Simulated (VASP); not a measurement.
**SrTiO3: single point with LDA**

Crystal: SrTiO3.

```xyz
5
Lattice="4.0686 0.0000 0.0000 0.0000 4.0686 0.0000 0.0000 0.0000 3.7517" Properties=species:S:1:pos:R:3 pbc="T T T"
Sr    0.0000    0.0000    0.0000
O     2.0343    2.0343    0.0000
O     0.0000    2.0343    1.8759
O     2.0343    0.0000    1.8759
Ti    2.0343    2.0343    1.8759
```

```yaml
Program: VASP 6.6.1
Task: single point
Functional: LDA
Potentials_or_basis: VASP PAW LDA potentials, release 64 (Sr_sv, O, Ti_sv)
Cutoff: 600 eV
k_mesh: 8 × 8 × 8
Occupations: gaussian, width 0.02 eV
Spin: no spin polarisation
Dipole_correction: no
Further_INCAR_settings: ALGO = Normal; EDIFF = 1e-06; NBANDS = 28
```

```
Pressure               : -11.4 GPa
Band gap on the k mesh : 1.59 eV (least direct gap 1.92 eV)
```

Stress tensor (GPa, compression positive):
```
-17.50   0.00   0.00
  0.00 -17.50   0.00
  0.00   0.00   0.86
```

Levels at points of the mesh, in eV from the valence-band top:
```csv
k point,band 16,band 17,band 18,band 19,band 20,band 21,band 22,band 23,band 24,band 25
"(0.00, 0.00, 0.00)",-1.20,-0.92,-0.41,-0.41,-0.33,1.59,1.73,1.73,3.75,4.22
"(0.50, 0.00, 0.00)",-2.11,-1.94,-1.92,-0.71,-0.71,1.85,3.29,3.31,4.11,6.12
"(0.50, 0.50, 0.00)",-2.39,-1.88,-1.88,-1.69,-0.27,3.31,3.31,3.68,5.54,7.29
"(0.00, 0.00, 0.50)",-2.82,-2.34,-1.95,-0.82,-0.82,1.82,3.77,4.06,4.06,6.33
"(0.50, 0.00, 0.50)",-2.72,-1.77,-1.43,-1.42,-0.13,3.31,4.06,4.24,4.67,7.56
"(0.50, 0.50, 0.50)",-3.69,-3.26,-0.13,0.00,0.00,3.91,4.41,4.41,6.42,6.71
```

Run time: 98 s on 1 thread of Intel(R) Xeon(R) Platinum 8488C (Sapphire Rapids), on a shared host, peak memory 0.28 GiB.

Caveat: the cell stands under tension. A k mesh can miss the band edges.
